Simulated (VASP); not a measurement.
Here is a VASP 6.6.1 calculation.

File INCAR:

```
  PREC = Accurate
  ENCUT = 520
  EDIFF = 1E-6
  ISMEAR = 0
  SIGMA = 0.05
  LREAL = F
  LASPH = T
  NELM = 80
  ALGO = Normal
  ISIF = 2
  LWAVE = F
  LCHARG = F
  GGA = PE
  NBANDS = 18
```

The input KPOINTS:

```
Automatic mesh
0
Gamma
  10 10 10
```

Contents of POSCAR:

```
BiS
1.0
    3.5820819671      0.0000000000      0.0000000000
    0.0000000000      3.5820819671      0.0000000000
    0.0000000000      0.0000000000      3.5820819671
Bi S
1 1
Direct
    0.0000000000      0.0000000000      0.0000000000
    0.5000000000      0.5000000000      0.5000000000
```

Potentials or basis: VASP PAW PBE potentials, release 64 (Bi_d, S).

Launch:

```console
$ cat potpaw_PBE.64/Bi_d/POTCAR potpaw_PBE.64/S/POTCAR > POTCAR
$ mpirun -np 1 vasp_std > vasp.out
```

(1) Estimate the pressure.

## Answers

(1) -0.2 GPa.
